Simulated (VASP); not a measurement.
Wanted: the native input for a VASP 6.6.1 run.

* Task: single point
* Functional: PBEsol
* Potentials or basis: VASP PAW PBE potentials, release 64 (Na_pv, H)
* Cutoff: 500 eV
* k mesh: 6 × 6 × 6
* Occupations: gaussian, width 0.01 eV
* Spin: no spin polarisation
* Dipole correction: no
* Further INCAR settings: ALGO = Normal; EDIFF = 1e-06; NBANDS = 11

The structure of NaH lies in POSCAR:

```
NaH
1.0
    2.9551240000      0.0000000000      0.0000000000
    0.0000000000      2.9551240000      0.0000000000
    0.0000000000      0.0000000000      2.9551240000
Na H
1 1
Direct
    0.0000000000      0.0000000000      0.0000000000
    0.5000000000      0.5000000000      0.5000000000
```

The input as run:

INCAR

```
SYSTEM = NaH
  ALGO = Normal
  EDIFF = 1E-6
  ENCUT = 500
  GGA = PS
  GGA_COMPAT = .FALSE.
  ISIF = 2
  ISMEAR = 0
  LASPH = .TRUE.
  LCHARG = .FALSE.
  LREAL = .FALSE.
  LWAVE = .FALSE.
  NBANDS = 11
  NELM = 120
  PREC = Accurate
  SIGMA = 0.01
```

KPOINTS

```
k-points
0
G
  6 6 6
  0 0 0
```

Potentials or basis: VASP PAW PBE potentials, release 64 (Na_pv, H).

Command:

```console
$ cat potpaw_PBE.64/Na_pv/POTCAR potpaw_PBE.64/H/POTCAR > POTCAR
$ mpirun -np 1 vasp_std > vasp.out
```

Results of the run:

```yaml
Pressure: -0.5 GPa
Band_gap_on_the_k_mesh: 0.80 eV (least direct gap 4.31 eV)
```

Caveat: the PAW data sets were made with another functional, which shifts forces and pressure a little.

Run time: 5.2 s on 1 thread of Intel(R) Xeon(R) 6975P-C (Granite Rapids) (shared host), peak memory 0.12 GiB.
